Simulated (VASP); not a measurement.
Write the native input for VASP 6.6.1 that does the following.

```
Task                   : single point
Functional             : LDA
Potentials or basis    : VASP PAW LDA potentials, release 64 (Sn_d, O)
Cutoff                 : 520 eV
k mesh                 : 8 × 5 × 6
Occupations            : fermi-dirac, width 0.05 eV
Spin                   : no spin polarisation
Dipole correction      : no
Further INCAR settings : ALGO = Normal; EDIFF = 1e-06; NBANDS = 28
```

The structure of SnO lies in POSCAR:

```
SnO
1.0
    3.4208061173      0.0000000000      0.0000000000
    0.0000000000      5.7853891942      0.0000000000
    0.0000000000      0.0000000000      4.3047747479
Sn O
2 2
Direct
    0.5000000000      0.7680910000      0.0131440000
    0.0000000000      0.2319090000      0.5131440000
    0.5000000000      0.1087500000      0.2368570000
    0.0000000000      0.8912500000      0.7368570000
```

One way to write it, as run:

INCAR

```
SYSTEM = SnO
PREC = Accurate
ENCUT = 520
EDIFF = 1E-6
ISMEAR = -1
SIGMA = 0.05
LREAL = .FALSE.
LASPH = .TRUE.
NELM = 80
ALGO = Normal
ISIF = 2
LWAVE = .FALSE.
LCHARG = .FALSE.
GGA = CA
NBANDS = 28
```

KPOINTS

```
regular mesh
0
G
  8 5 6
  0 0 0
```

Potentials or basis: VASP PAW LDA potentials, release 64 (Sn_d, O).

Command:

```bash
$ cat potpaw_LDA.64/Sn_d/POTCAR potpaw_LDA.64/O/POTCAR > POTCAR
$ mpirun -np 1 vasp_std > vasp.out
```

Results of the run:

| Property | Result |
| --- | --- |
| Pressure | -8.6 GPa |
| Largest force | 1.358 eV/Å |
| Band gap on the k mesh | 1.51 eV (least direct gap 2.12 eV) |

Caveat: the cell stands under tension; spin-orbit coupling is left out, which moves the levels of the heavy elements; forces of over 1 eV/Å act on the atoms, so gaps and moduli don't describe the material at rest.

It took 62 s on 1 thread of AMD EPYC 9R45 96-Core Processor (Zen 5) (shared host), peak memory 0.21 GiB.
